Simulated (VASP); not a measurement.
# WC (Immm) in VASP: notebook

WC is run at these levels: PBEsol; tasks: single point.

All numbers are computed with VASP 6.6.1; they aren't measurements. Logs are shortened: lines on timing, memory, paths and dates and some standing lists are left out, and cuts for length are marked.

## (1) The cell of the first run

Symmetry: Immm, No. 71, orthorhombic system. Conventional cell: a = 3.089 Å, b = 3.113 Å, c = 4.385 Å, α = 90.00°, β = 90.00°, γ = 90.00°. Within 2.9 Å of W (site symmetry mmm) lie 6 C at 2.19 Å. C (site symmetry mmm) has 6 W at 2.19 Å within 2.9 Å.

## (2) Single point, PBEsol (strain +0.0075 x Voigt [0, 0, 0, 1, 0, 0])

The input, INCAR:

```
PREC = Accurate
ENCUT = 520
EDIFF = 1E-7
ISMEAR = 0
SIGMA = 0.15
LREAL = F
LASPH = T
NELM = 100
ALGO = Normal
ISIF = 2
LWAVE = F
LCHARG = F
GGA = PS
NBANDS = 16
```

The input, KPOINTS:

```
Automatic mesh
0
Gamma
  18 18 18
```

The input, POSCAR:

```
WC
1.0
    0.0000000000      2.2009065650      2.2009065650
    2.1926840000      0.0082225650      2.1926840000
    2.1926840000      2.1926840000      0.0082225650
W C
1 1
Direct
    0.0000000000      0.0000000000      0.0000000000
    0.5000000000      0.5000000000      0.5000000000
```

Potentials or basis: VASP PAW PBE potentials, release 64 (W_sv, C).

The run is started by

```sh
$ cat potpaw_PBE.64/W_sv/POTCAR potpaw_PBE.64/C/POTCAR > POTCAR
$ mpirun -np 1 vasp_std > vasp.out
```

OUTCAR:

```text
PREC = Accurate
   ENCUT = 520
   EDIFF = 1E-7
   ISMEAR = 0
   LREAL = F
   LASPH = T
   NELM = 100
   ISIF = 2
   GGA = PS

 ion  position               nearest neighbor table
   1  0.000  0.000  0.000-   2 2.19   2 2.19   2 2.19   2 2.19   2 2.19   2 2.19
   2  0.500  0.500  0.500-   1 2.19   1 2.19   1 2.19   1 2.19   1 2.19   1 2.19

  LATTYP: Found a body centered orthorhombic cell.
 ALAT       =     3.0892949879
 B/A-ratio  =     1.0075282309
 C/A-ratio  =     1.4195368255

  Lattice vectors:

 A1 = (  -2.1926840000,   2.1926840000,   0.0082225650)
 A2 = (  -2.1926840000,  -2.1926840000,  -0.0082225650)
 A3 = (   2.1926840000,   0.0082225650,   2.1926840000)

Analysis of symmetry for initial positions (statically):
=====================================================================
 Subroutine PRICEL returns:
 Original cell was already a primitive cell.

 Routine SETGRP: Setting up the symmetry group for a
 body centered orthorhombic supercell.

 Subroutine GETGRP returns: Found  8 space group operations
 (whereof  8 operations were pure point group operations)
 out of a pool of  8 trial point group operations.

The static configuration has the point symmetry D_2h.

Analysis of symmetry for dynamics (positions and initial velocities):
=====================================================================
 Subroutine PRICEL returns:
 Original cell was already a primitive cell.

 Routine SETGRP: Setting up the symmetry group for a
 body centered orthorhombic supercell.

 Subroutine GETGRP returns: Found  8 space group operations
 (whereof  8 operations were pure point group operations)
 out of a pool of  8 trial point group operations.

The dynamic configuration has the point symmetry D_2h.

 Subroutine INISYM returns: Found  8 space group operations
 (whereof  8 operations are pure point group operations),
 and found     1 'primitive' translations

----------------------------------------------------------------------------------------

                                     Primitive cell

  volume of cell :      21.0840

  direct lattice vectors                    reciprocal lattice vectors
     0.000000000  2.200906565  2.200906565    -0.228031034  0.227179112  0.227179112
     2.192684000  0.008222565  2.192684000     0.228031034 -0.228889369  0.228889369
     2.192684000  2.192684000  0.008222565     0.228031034  0.228889369 -0.228889369

  length of vectors
     3.112551914  3.100934352  3.100934352     0.393978236  0.395953077  0.395953077

  position of ions in fractional coordinates (direct lattice)
[... 79 lines left out ...]
   EDIFF  = 0.1E-06   stopping-criterion for ELM
   LREAL  =      F    real-space projection
   EDIFFG = 0.1E-05   stopping-criterion for IOM
   NSW    =      0    number of steps for IOM
   IBRION =     -1    ionic relax: 0-MD 1-quasi-New 2-CG
   NFREE  =      0    steps in history (QN), initial steepest desc. (CG)
   ISIF   =      2    stress and relaxation
   ISYM   =      2    0-nonsym 1-usesym 2-fastsym
   POTIM  = 0.5000    time-step for ionic-motion
   TEBEG  =    0.0;   TEEND  =   0.0 temperature during run
   PSTRESS=    0.0 pullay stress
   NELECT =      18.0000    total number of electrons
   NUPDOWN=      -1.0000    fix difference up-down
   EMIN   =  10.00;   EMAX   =-10.00  energy-range for DOS
   EFERMI =   0.00;   METHOD = LEGACY
   ISMEAR =     0;   SIGMA  =   0.15  broadening in eV -4-tet -1-fermi 0-gaus
   EFERMI_NEDOS =   21; number of points for ismear=-14 and -15
   IALGO  =     38    algorithm
   IMIX   =      4    mixing-type and parameters
     AMIX     =   0.40;   BMIX     =  1.00
     AMIX_MAG =   1.60;   BMIX_MAG =  1.00
  volume/ion in A,a.u.               =      10.54        71.14
  Fermi-wavevector in a.u.,A,eV,Ry     =   1.553036  2.934813 32.816195  2.411922
  Thomas-Fermi vector in A             =   2.657325
   LORBIT       =      0    0 simple, 1 ext, 2 COOP (PROOUT), +10 PAW based schemes
   GGA     = PS    functional components
   LHFCALC =     F    Hartree Fock is set to
   AEXX    =    0.0000 exact exchange contribution
   IVDW    =     0    specifies the selected vdW correction
   LEPSILON=     F    determine dielectric tensor
   LRPA    =     F    only Hartree local field effects (RPA)
 non-spin polarized calculation
 Gauss-broadening in eV      SIGMA  =   0.15
  energy-cutoff  :      520.00
  volume of cell :       21.08
 maximum number of plane-waves:       588
   NGX = 11   NGY = 11   NGZ = 11

 number of electron      18.0000001 magnetization

 Free energy of the ion-electron system (eV)
  ---------------------------------------------------
  ext. energy  EPLUGINS =         0.00000000
  ---------------------------------------------------
  free energy    TOTEN  =       -22.98976749 eV

  energy without entropy =      -22.98101446  energy(sigma->0) =      -22.98539097

 E-fermi :  12.2359     XC(G=0): -13.8424

 val. band max:       12.2348927158   @ k =   0.1111   0.1111  -0.0000
 cond. band min:      12.2369789883   @ k =  -0.2778   0.2778   0.0000
 fundamental gap:      0.0020862725
 Fermi energy:        12.2358747258

 k-point     1 :       0.0000    0.0000    0.0000
  band No.  band energies     occupation
      1     -63.1231      2.00000
      2     -27.1257      2.00000
      3     -27.1192      2.00000
      4     -27.1124      2.00000
      5      -3.5276      2.00000
      6       9.4363      2.00000
[... 433 lines left out ...]
      3     -27.1784      2.00000
      4     -27.1530      2.00000
      5      -1.2893      2.00000
      6       5.1620      2.00000
[... 8 lines left out ...]
     15      24.7503      0.00000
     16      27.1005      0.00000

 [... further k-points ...]

------------------------ aborting loop because EDIFF is reached ----------------------------------------

  FORCE on cell =-STRESS in cart. coord.  units (eV):
  Direction    XX          YY          ZZ          XY          YZ          ZX
  --------------------------------------------------------------------------------------
  -------------------------------------------------------------------------------------
  Total       -1.2019506     -1.1999283     -1.1999283     -0.0000000     -0.1456056      0.0000000
  in kB      -91.3366669    -91.1829959    -91.1829959     -0.0000000    -11.0646247      0.0000000
  external PRESSURE =     -91.2342195 kB  Pullay stress =       0.0000000 kB

 VOLUME and BASIS-vectors are now :
 -----------------------------------------------------------------------------
  energy-cutoff  :      520.00
  volume of cell :       21.08
      direct lattice vectors                 reciprocal lattice vectors
     0.000000000  2.200906565  2.200906565    -0.228031034  0.227179112  0.227179112
     2.192684000  0.008222565  2.192684000     0.228031034 -0.228889369  0.228889369
     2.192684000  2.192684000  0.008222565     0.228031034  0.228889369 -0.228889369

 POSITION                                       TOTAL-FORCE (eV/Angst)
 -----------------------------------------------------------------------------------
      0.00000      0.00000      0.00000         0.000000     -0.000000      0.000000
      2.19268      2.20091      2.20091        -0.000000      0.000000     -0.000000
 -----------------------------------------------------------------------------------
    total drift:                                0.000000     -0.000000     -0.000000

  FREE ENERGIE OF THE ION-ELECTRON SYSTEM (eV)
  ---------------------------------------------------
  free  energy   TOTEN  =       -22.9897674861 eV

  energy  without entropy=      -22.9810144562  energy(sigma->0) =      -22.98539097
```

stdout:

```text
POSCAR found type information on POSCAR W C
 POSCAR found :  2 types and       2 ions
 scaLAPACK will be used
 -----------------------------------------------------------------------------
|                                                                             |
|                                                                             |
|     You enforced a specific xc type in the INCAR file but a different       |
|     I HOPE YOU KNOW WHAT YOU ARE DOING!                                     |
|                                                                             |
 -----------------------------------------------------------------------------

 LDA part: xc-table for (Slater+PW92), standard interpolation
 POSCAR, INCAR and KPOINTS ok, starting setup
 FFT: planning ... GRIDC
 FFT: planning ... GRID_SOFT
 FFT: planning ... GRID
 WAVECAR not read
 entering main loop
```

Wall time 1.8 min (1 thread of Intel Xeon Platinum 8488C (Sapphire Rapids), shared host); peak memory 0.38 GiB.

Results:

```
Free energy            : -22.9898 eV
Pressure               : -9.1 GPa
Band gap on the k mesh : zero (bands 9 and 10 overlap by 3.15 eV)
```

Levels at points of the mesh, in eV from the Fermi level:
```csv
k point,band 6,band 7,band 8,band 9,band 10,band 11,band 12,band 13
"(0.00, 0.00, 0.00)",-2.80,-2.75,-2.69,-1.04,-1.01,-0.98,-0.96,-0.96
"(0.50, 0.00, 0.00)",-9.80,-6.57,-6.50,1.00,1.08,2.33,4.94,8.79
"(0.00, 0.50, 0.00)",-9.79,-6.62,-6.55,1.04,1.12,2.37,4.89,8.84
"(0.50, 0.50, 0.00)",-5.77,-5.57,-2.46,-2.46,0.86,2.29,2.29,5.43
"(0.00, 0.50, 0.50)",-5.78,-5.57,-2.51,-2.41,0.86,2.29,2.29,5.43
```

Caveat: the cell differs from its parent crystal (strain +0.0075 x Voigt [0, 0, 0, 1, 0, 0]); the cell stands under tension; the PAW data sets were made with another functional, which shifts forces and pressure a little; spin-orbit coupling is left out, which moves the levels of the heavy elements.

## (3) Single point, PBEsol (strain +0.0025 x Voigt [0, 0, 0, 1, 0, 0])

The input, INCAR:

```
SYSTEM = WC
PREC = Accurate
ENCUT = 520
EDIFF = 1E-6
ISMEAR = 0
SIGMA = 0.15
LREAL = .FALSE.
LASPH = .TRUE.
NELM = 100
ALGO = Normal
ISIF = 2
LWAVE = .FALSE.
LCHARG = .TRUE.
GGA = PS
LELF = .TRUE.
LVHAR = .TRUE.
NBANDS = 16
```

The input, KPOINTS:

```
Automatic mesh
0
G
  18 18 18
  0 0 0
```

The input, POSCAR:

```
WC
1.0
    0.0000000000      2.1954248550      2.1954248550
    2.1926840000      0.0027408550      2.1926840000
    2.1926840000      2.1926840000      0.0027408550
W C
1 1
Direct
    0.0000000000      0.0000000000      0.0000000000
    0.5000000000      0.5000000000      0.5000000000
```

Potentials or basis: VASP PAW PBE potentials, release 64 (W_sv, C).

The run is started by

```sh
$ cat potpaw_PBE.64/W_sv/POTCAR potpaw_PBE.64/C/POTCAR > POTCAR
$ mpirun -np 1 vasp_std > vasp.out
```

OUTCAR:

```text
SYSTEM = WC
   PREC = Accurate
   ENCUT = 520
   EDIFF = 1E-6
   ISMEAR = 0
   LREAL = .FALSE.
   LASPH = .TRUE.
   NELM = 100
   ISIF = 2
   GGA = PS

 ion  position               nearest neighbor table
   1  0.000  0.000  0.000-   2 2.19   2 2.19   2 2.19   2 2.19   2 2.19   2 2.19
   2  0.500  0.500  0.500-   1 2.19   1 2.19   1 2.19   1 2.19   1 2.19   1 2.19

  LATTYP: Found a body centered orthorhombic cell.
 ALAT       =     3.0970472965
 B/A-ratio  =     1.0025031289
 C/A-ratio  =     1.4159835418

  Lattice vectors:

 A1 = (  -2.1926840000,   2.1926840000,   0.0027408550)
 A2 = (  -2.1926840000,  -2.1926840000,  -0.0027408550)
 A3 = (   2.1926840000,   0.0027408550,   2.1926840000)

Analysis of symmetry for initial positions (statically):
=====================================================================
 Subroutine PRICEL returns:
 Original cell was already a primitive cell.

 Routine SETGRP: Setting up the symmetry group for a
 body centered orthorhombic supercell.

 Subroutine GETGRP returns: Found  8 space group operations
 (whereof  8 operations were pure point group operations)
 out of a pool of  8 trial point group operations.

[... 162 lines left out ...]
 E-fermi :  12.2356     XC(G=0): -13.8424

 val. band max:       12.2342910077   @ k =   0.1111   0.1111   0.0000
 cond. band min:      12.2373153800   @ k =  -0.2778   0.2778  -0.0000
 fundamental gap:      0.0030243723
 Fermi energy:        12.2356409135

 k-point     1 :       0.0000    0.0000    0.0000
  band No.  band energies     occupation
      1     -63.1232      2.00000
      2     -27.1215      2.00000
      3     -27.1193      2.00000
      4     -27.1170      2.00000
      5      -3.5277      2.00000
      6       9.4721      2.00000
[... 433 lines left out ...]
      3     -27.1814      2.00000
      4     -27.1542      2.00000
      5      -1.2852      2.00000
      6       5.1737      2.00000
[... 8 lines left out ...]
     15      24.7742      0.00000
     16      27.0843      0.00000

 [... further k-points ...]

------------------------ aborting loop because EDIFF is reached ----------------------------------------

  FORCE on cell =-STRESS in cart. coord.  units (eV):
  Direction    XX          YY          ZZ          XY          YZ          ZX
  --------------------------------------------------------------------------------------
  -------------------------------------------------------------------------------------
  Total       -1.2026718     -1.2024939     -1.2024939      0.0000000     -0.0490043      0.0000000
  in kB      -91.3903275    -91.3768129    -91.3768129      0.0000000     -3.7238082      0.0000000
  external PRESSURE =     -91.3813178 kB  Pullay stress =       0.0000000 kB

 VOLUME and BASIS-vectors are now :
 -----------------------------------------------------------------------------
  energy-cutoff  :      520.00
  volume of cell :       21.08
      direct lattice vectors                 reciprocal lattice vectors
     0.000000000  2.195424855  2.195424855    -0.228031034  0.227746351  0.227746351
     2.192684000  0.002740855  2.192684000     0.228031034 -0.228316430  0.228316430
     2.192684000  2.192684000  0.002740855     0.228031034  0.228316430 -0.228316430

 POSITION                                       TOTAL-FORCE (eV/Angst)
 -----------------------------------------------------------------------------------
      0.00000      0.00000      0.00000         0.000000      0.000000      0.000000
      2.19268      2.19542      2.19542        -0.000000     -0.000000     -0.000000
 -----------------------------------------------------------------------------------
    total drift:                                0.000000     -0.000000     -0.000000

  FREE ENERGIE OF THE ION-ELECTRON SYSTEM (eV)
  ---------------------------------------------------
  free  energy   TOTEN  =       -22.9902404712 eV

  energy  without entropy=      -22.9816129218  energy(sigma->0) =      -22.98592670
```

Wall time 94 s (1 thread of Intel Xeon Platinum 8488C (Sapphire Rapids), shared host); peak memory 0.39 GiB.

Results:

```yaml
Free_energy: -22.9902 eV
Pressure: -9.1 GPa
Band_gap_on_the_k_mesh: zero (bands 9 and 10 overlap by 3.16 eV)
```

Stress tensor (GPa, compression positive):
```
-9.14  0.00  0.00
 0.00 -9.14 -0.37
 0.00 -0.37 -9.14
```

Levels at points of the mesh, in eV from the Fermi level:
```csv
k point,band 5,band 6,band 7,band 8,band 9,band 10,band 11,band 12,band 13,band 14
"(0.00, 0.00, 0.00)",-15.76,-2.76,-2.75,-2.73,-1.02,-1.01,-1.00,-0.96,-0.96,6.54
"(0.50, 0.00, 0.00)",-11.12,-9.80,-6.56,-6.54,1.04,1.07,2.34,4.93,8.82,8.83
"(0.00, 0.50, 0.00)",-11.11,-9.79,-6.58,-6.56,1.05,1.08,2.36,4.91,8.83,8.84
"(0.50, 0.50, 0.00)",-13.52,-5.77,-5.57,-2.46,-2.46,0.86,2.29,2.29,5.43,7.30
"(0.00, 0.50, 0.50)",-13.52,-5.77,-5.57,-2.48,-2.44,0.86,2.29,2.29,5.43,7.30
```

Caveat: the cell differs from its parent crystal (strain +0.0025 x Voigt [0, 0, 0, 1, 0, 0]); the cell stands under tension; the PAW data sets were made with another functional, which shifts forces and pressure a little; spin-orbit coupling is left out, which moves the levels of the heavy elements.
